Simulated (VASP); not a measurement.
# AlFe (Pm-3m) in VASP: a series of runs, part 2 of 2

VASP 6.6.1.

### Step 4. Single point, PBE, collinear spin, ferromagnetic start (11.64 Å³/atom)

Input file INCAR:

```
SYSTEM = AlFe
PREC = Accurate
ENCUT = 600
EDIFF = 1E-6
ISMEAR = 0
SIGMA = 0.05
LREAL = .False.
LASPH = .True.
NELM = 200
ALGO = Normal
ISIF = 2
LWAVE = .False.
LCHARG = .True.
ISPIN = 2
MAGMOM = 0 0.79
LORBIT = 11
LMAXMIX = 4
GGA = PE
LELF = .True.
LVHAR = .True.
NBANDS = 16
GGA_COMPAT = .False.
```

Input file KPOINTS:

```
Automatic mesh
0
Gamma
  16 16 16
  0 0 0
```

Input file POSCAR:

```
AlFe
1.0
    2.8549532779      0.0000000000      0.0000000000
    0.0000000000      2.8549532779      0.0000000000
    0.0000000000      0.0000000000      2.8549532779
Al Fe
1 1
Direct
    0.0000000000      0.0000000000      0.0000000000
    0.5000000000      0.5000000000      0.5000000000
```

Command:

```console
$ cat potpaw_PBE.64/Al/POTCAR potpaw_PBE.64/Fe/POTCAR > POTCAR
$ mpirun -np 1 vasp_std > vasp.out
```

Wall time 66 s (1 thread of Intel Xeon Platinum 8488C (Sapphire Rapids), shared host); peak memory 0.23 GiB.

Results (log left out):

- Free energy: -12.6447 eV
- Pressure: 3.7 GPa
- Net moment: 0.67 μB per cell
- Site moments: Al -0.02; Fe +0.71 μB
- Valence electrons inside the program's atomic spheres: Al 0.85; Fe 7.46

Levels at points of the mesh, in eV from the Fermi level:
Spin up:
```csv
k point,band 3,band 4,band 5,band 6,band 7,band 8,band 9,band 10
"(0.00, 0.00, 0.00)",-2.57,-0.36,-0.36,-0.36,6.48,6.48,6.48,9.42
"(0.50, 0.00, 0.00)",-1.93,-1.33,-1.33,-0.23,0.94,8.76,11.19,11.19
"(0.50, 0.50, 0.00)",-2.14,-2.14,-1.10,-1.10,0.48,3.34,4.19,13.09
"(0.50, 0.50, 0.50)",-3.69,0.52,0.52,2.99,2.99,2.99,4.47,6.06
```
Spin down:
```csv
k point,band 3,band 4,band 5,band 6,band 7,band 8
"(0.00, 0.00, 0.00)",-2.21,0.44,0.44,0.44,6.51,6.51
"(0.50, 0.00, 0.00)",-1.50,-0.64,-0.64,0.57,1.44,8.65
"(0.50, 0.50, 0.00)",-2.14,-2.14,-0.37,-0.37,1.01,3.68
"(0.50, 0.50, 0.50)",-3.30,1.06,1.06,3.06,3.06,3.06
```

Caveat: the cell stands under pressure.

### Step 5. Single point, PBE, collinear spin, ferromagnetic start (12.11 Å³/atom)

Input file INCAR:

```
PREC = Accurate ; ENCUT = 600
EDIFF = 1E-6 ; ISMEAR = 0
SIGMA = 0.05 ; LREAL = F
LASPH = T ; NELM = 200
ALGO = Normal ; ISIF = 2
LWAVE = F ; LCHARG = F
ISPIN = 2 ; MAGMOM = 0 0.79
LORBIT = 11 ; LMAXMIX = 4
GGA = PE ; NBANDS = 16
GGA_COMPAT = F
```

Input file KPOINTS:

```
Automatic mesh
0
Gamma
  16 16 16
```

Input file POSCAR:

```
AlFe
1.0
    2.8932793717      0.0000000000      0.0000000000
    0.0000000000      2.8932793717      0.0000000000
    0.0000000000      0.0000000000      2.8932793717
Al Fe
1 1
Direct
    0.0000000000      0.0000000000      0.0000000000
    0.5000000000      0.5000000000      0.5000000000
```

Command:

```console
$ cat potpaw_PBE.64/Al/POTCAR potpaw_PBE.64/Fe/POTCAR > POTCAR
$ mpirun -np 1 vasp_std > vasp.out
```

Run time: 67 s. Hardware: 1 thread of Intel Xeon Platinum 8488C (Sapphire Rapids), shared host; peak memory 0.24 GiB.

Results (log left out):

```yaml
Free_energy: -12.6448 eV
Pressure: -3.4 GPa
Net_moment: 0.70 μB per cell
Site_moments: Al -0.03; Fe +0.74 μB
Valence_electrons_inside_the_program's_atomic_spheres: Al 0.82; Fe 7.38
```

Levels at points of the mesh, in eV from the Fermi level:
Spin up:
| k point | band 4 | band 5 | band 6 | band 7 | band 8 | band 9 |
| --- | --- | --- | --- | --- | --- | --- |
| (0.00, 0.00, 0.00) | -0.41 | -0.41 | -0.41 | 6.22 | 6.22 | 6.22 |
| (0.50, 0.00, 0.00) | -1.32 | -1.32 | -0.29 | 0.83 | 8.66 | 10.90 |
| (0.50, 0.50, 0.00) | -2.12 | -1.10 | -1.10 | 0.39 | 3.13 | 3.87 |
| (0.50, 0.50, 0.50) | 0.43 | 0.43 | 2.92 | 2.92 | 2.92 | 4.07 |
Spin down:
```tsv
k point	band 1	band 2	band 3	band 4	band 5	band 6	band 7	band 8	band 9	band 10
(0.00, 0.00, 0.00)	-10.32	-2.09	-2.09	0.42	0.42	0.42	6.25	6.25	6.25	9.26
(0.50, 0.00, 0.00)	-6.23	-5.89	-1.42	-0.61	-0.61	0.55	1.35	8.55	10.98	10.98
(0.50, 0.50, 0.00)	-4.64	-2.19	-2.13	-2.13	-0.34	-0.34	0.95	3.48	4.41	12.52
(0.50, 0.50, 0.50)	-3.16	-3.16	-3.16	1.00	1.00	2.99	2.99	2.99	3.99	6.16
```

Caveat: the cell stands under tension.

### Step 6. Single point, PBE, collinear spin, ferromagnetic start (12.35 Å³/atom)

Input file INCAR:

```
SYSTEM = AlFe
  PREC = Accurate
  ENCUT = 600
  EDIFF = 1E-6
  ISMEAR = 0
  SIGMA = 0.05
  LREAL = .False.
  LASPH = .True.
  NELM = 200
  ALGO = Normal
  ISIF = 2
  LWAVE = .False.
  LCHARG = .False.
  ISPIN = 2
  MAGMOM = 0 0.81
  LORBIT = 11
  LMAXMIX = 4
  GGA = PE
  NBANDS = 16
  GGA_COMPAT = .False.
```

Input file KPOINTS:

```
regular mesh
0
Gamma
  16 16 16
  0 0 0
```

Input file POSCAR:

```
AlFe
1.0
    2.9120674265      0.0000000000      0.0000000000
    0.0000000000      2.9120674265      0.0000000000
    0.0000000000      0.0000000000      2.9120674265
Al Fe
1 1
Direct
    0.0000000000      0.0000000000      0.0000000000
    0.5000000000      0.5000000000      0.5000000000
```

Potentials or basis: VASP PAW PBE potentials, release 64 (Al, Fe).

Command:

```console
$ cat potpaw_PBE.64/Al/POTCAR potpaw_PBE.64/Fe/POTCAR > POTCAR
$ mpirun -np 1 vasp_std > vasp.out
```

Run time: 64 s. Hardware: 1 thread of Intel Xeon Platinum 8488C (Sapphire Rapids), shared host; peak memory 0.24 GiB.

The run converged. Its results:

```yaml
Free_energy: -12.6302 eV
Pressure: -6.3 GPa
Net_moment: 0.71 μB per cell
Site_moments: Al -0.03; Fe +0.76 μB
Valence_electrons_inside_the_program's_atomic_spheres: Al 0.81; Fe 7.34
```

Levels at points of the mesh, in eV from the Fermi level:
Spin up:
```tsv
k point	band 3	band 4	band 5	band 6	band 7	band 8	band 9	band 10
(0.00, 0.00, 0.00)	-2.42	-0.43	-0.43	-0.43	6.10	6.10	6.10	9.09
(0.50, 0.00, 0.00)	-1.84	-1.32	-1.32	-0.32	0.77	8.62	10.77	10.77
(0.50, 0.50, 0.00)	-2.10	-2.10	-1.10	-1.10	0.35	3.03	3.72	12.35
(0.50, 0.50, 0.50)	-3.51	0.39	0.39	2.89	2.89	2.89	3.88	5.63
```
Spin down:
| k point | band 3 | band 4 | band 5 | band 6 | band 7 | band 8 |
| --- | --- | --- | --- | --- | --- | --- |
| (0.00, 0.00, 0.00) | -2.03 | 0.41 | 0.41 | 0.41 | 6.12 | 6.12 |
| (0.50, 0.00, 0.00) | -1.38 | -0.59 | -0.59 | 0.54 | 1.30 | 8.50 |
| (0.50, 0.50, 0.00) | -2.12 | -2.12 | -0.33 | -0.33 | 0.93 | 3.39 |
| (0.50, 0.50, 0.50) | -3.10 | 0.97 | 0.97 | 2.95 | 2.95 | 2.95 |

Caveat: the cell stands under tension.

### Step 7. Summary

| cell | k mesh | gap on the mesh (eV) | pressure (GPa) | moment (μB) |
| --- | --- | --- | --- | --- |
| a = 4.065 Å, angles 60.0°, 4 atoms, atomic positions A | 10 × 10 × 10 | none | -0.1 | 1.34 |
| a = 2.835 Å, 2 atoms, atomic positions B | 16 × 16 × 16 | none | 7.8 | 0.67 |
| a = 2.855 Å, 2 atoms, atomic positions B | 16 × 16 × 16 | none | 3.7 | 0.67 |
| a = 2.893 Å, 2 atoms, atomic positions B | 16 × 16 × 16 | none | -3.4 | 0.70 |
| a = 2.912 Å, 2 atoms, atomic positions B | 16 × 16 × 16 | none | -6.3 | 0.71 |

Alike in all rows: task single point; level PBE; potentials or basis VASP PAW PBE potentials, release 64 (Al, Fe); spin collinear, ferromagnetic start; cutoff (eV) 600; smearing gaussian 0.05 eV.

Caveats: the cell stands under pressure (at least some runs); the cell stands under tension (at least some runs).

Absolute energies hang on the potentials; compare differences alone.
